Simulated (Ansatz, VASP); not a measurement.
One calculation of KC, two programs

```
K C
1.0
     0.00000    3.00040    3.00040
     3.00040    0.00000    3.00040
     3.00040    3.00040    0.00000
K C
1 1
Cartesian
  0.0000 0.0000 0.0000
  3.0004 3.0004 3.0004
```

Alike in both runs: functional PBE; k mesh 6 × 6 × 6; occupations gaussian, width 0.2 eV; no spin polarisation.

Ansatz relaxed the structure, and its values are those at the end. VASP's run is a single point on that final structure, the one shown.

```csv
,VASP,Ansatz
version,VASP 6.6.1,Ansatz 0.2.0
potentials or method,"VASP PAW PBE potentials, release 64 (K_sv, C), cutoff 600 eV","scalar-relativistic, plane waves, PAW"
valence electrons in the cell,13,13
```

Ansatz gave:

* gap on the k mesh at the Fermi level (eV): none
* pressure (GPa): 0.0

Estimate VASP's values.

gap on the k mesh at the Fermi level (eV): none; pressure (GPa): 0.1.

A gap of «none» marks a metal or a gap that the smearing closes.
